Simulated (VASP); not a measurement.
Runs of VASP 6.6.1 on BaOs3. The structure is that of space group Pm-3m (No. 221), or close to it. The cells are those of the table. 

```csv
cell,gap on the mesh (eV),pressure (GPa)
"a = 4.057 Å, 4 atoms",none,13.1
"a = 4.167 Å, 4 atoms",none,-2.0
"a = 4.085 Å, 4 atoms",none,(a)
"a = 4.140 Å, 4 atoms",none,1.1
```

Alike in all rows: task single point; level PBEsol; potentials or basis VASP PAW PBE potentials, release 64 (Ba_sv, Os_sv_GW); no spin polarisation; k mesh 8 × 8 × 8; smearing gaussian 0.05 eV.

Question: Estimate the missing entries.

Answer: (a) 8.7.

Caveats: the PAW data sets were made with another functional, which shifts forces and pressure a little; spin-orbit coupling is left out, which moves the levels of the heavy elements; the cell stands under pressure (at least some runs).

A k mesh can miss the band edges, and the runs leave out spin-orbit coupling on Ba, Os.

A gap of «none» marks levels without a gap at the run's occupations.
